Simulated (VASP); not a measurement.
A run of VASP 6.6.1 is set up as follows.

INCAR

```
SYSTEM = LiSi16
ALGO = Normal
EDIFF = 1E-7
ENCUT = 520
GGA = PE
ISIF = 2
ISMEAR = 0
LASPH = .True.
LCHARG = .True.
LELF = .True.
LREAL = Auto
LVHAR = .True.
LWAVE = .False.
NBANDS = 48
NELECT = 66.0
NELM = 100
PREC = Accurate
SIGMA = 0.02
```

KPOINTS

```
k-points
0
Gamma
  2 2 2
  0 0 0
```

File POSCAR:

```
LiSi16
1.0
    0.0000000000      5.4300000000      5.4300000000
    5.4300000000      0.0000000000      5.4300000000
    5.4300000000      5.4300000000      0.0000000000
Si Li
16 1
Direct
   -0.0020889414      0.0058090226     -0.0014515634
    0.1234252299      0.1342198344      0.1239760591
   -0.0055031904      0.0105812529      0.4978214775
    0.1233932873      0.1341967354      0.6191728366
   -0.0011253878      0.5130170610     -0.0005056115
    0.1205879026      0.6378413587      0.1211412261
   -0.0011127099      0.5130431450      0.4893582953
    0.1238110448      0.6367916367      0.6201003725
    0.4972520119      0.0105514724     -0.0048968556
    0.6185534288      0.1342146389      0.1239693894
    0.4972614101      0.0105900485      0.4978237737
    0.6218746734      0.1339261653      0.6225017882
    0.4887799018      0.5130221385     -0.0005031914
    0.6194986727      0.6367989652      0.1243806939
    0.4976335393      0.5067064253      0.4981821063
    0.6194668928      0.6367900921      0.6200933054
    0.8704052442      0.3883538771      0.8710067181
```

Potentials or basis: VASP PAW PBE potentials, release 64 (Si, Li_sv).

Launch:

```console
$ cat potpaw_PBE.64/Si/POTCAR potpaw_PBE.64/Li_sv/POTCAR > POTCAR
$ mpirun -np 1 vasp_std > vasp.out
```

Task: What does it give for the largest force?

Result: 0.028 eV/Å.

Forces on the atoms (eV/Å):
```
Si   0.001 -0.005  0.004
Si  -0.018 -0.001 -0.022
Si   0.012 -0.009  0.001
Si   0.002  0.018 -0.017
Si   0.007 -0.010  0.010
Si  -0.010  0.015 -0.014
Si   0.009 -0.008  0.006
Si   0.000 -0.002  0.007
Si   0.000 -0.011  0.012
Si  -0.017  0.022  0.001
Si   0.011 -0.001  0.009
Si   0.007 -0.013  0.012
Si   0.007 -0.010  0.010
Si   0.007 -0.001  0.000
Si  -0.004  0.008 -0.007
Si   0.001 -0.007  0.002
Li  -0.014  0.014 -0.014
```

Caveat: the k points lie up to 0.50 Å⁻¹ apart; the cell carries a net charge on a neutralising background, which shifts energy and pressure.
